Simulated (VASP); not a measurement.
A run of VASP 6.6.1:

File INCAR:

```
SYSTEM = BAs
PREC = Accurate
ENCUT = 500
EDIFF = 1E-6
ISMEAR = 0
SIGMA = 0.02
LREAL = .FALSE.
LASPH = .TRUE.
NELM = 120
ALGO = Normal
ISIF = 2
LWAVE = .FALSE.
LCHARG = .FALSE.
GGA = PE
NBANDS = 11
GGA_COMPAT = .FALSE.
```

KPOINTS

```
Automatic mesh
0
G
  10 10 10
  0 0 0
```

Contents of POSCAR:

```
BAs
1.0
    0.0000000000      2.4045448376      2.4045448376
    2.4045448376      0.0000000000      2.4045448376
    2.4045448376      2.4045448376      0.0000000000
B As
1 1
Direct
    0.0000000000      0.0000000000      0.0000000000
    0.2500000000      0.2500000000      0.2500000000
```

Potentials or basis: VASP PAW PBE potentials, release 64 (B, As).

The run is started by

```bash
$ cat potpaw_PBE.64/B/POTCAR potpaw_PBE.64/As/POTCAR > POTCAR
$ mpirun -np 1 vasp_std > vasp.out
```

Hardware: 1 thread of Intel(R) Xeon(R) 6975P-C (Granite Rapids), with other jobs on the host.

**Question.** Estimate the wall time of this run.

**Answer.** Run time: 6.9 s on 1 thread of Intel(R) Xeon(R) 6975P-C (Granite Rapids) (shared host), peak memory 0.16 GiB. Counts: scf iterations 12, k points 47.
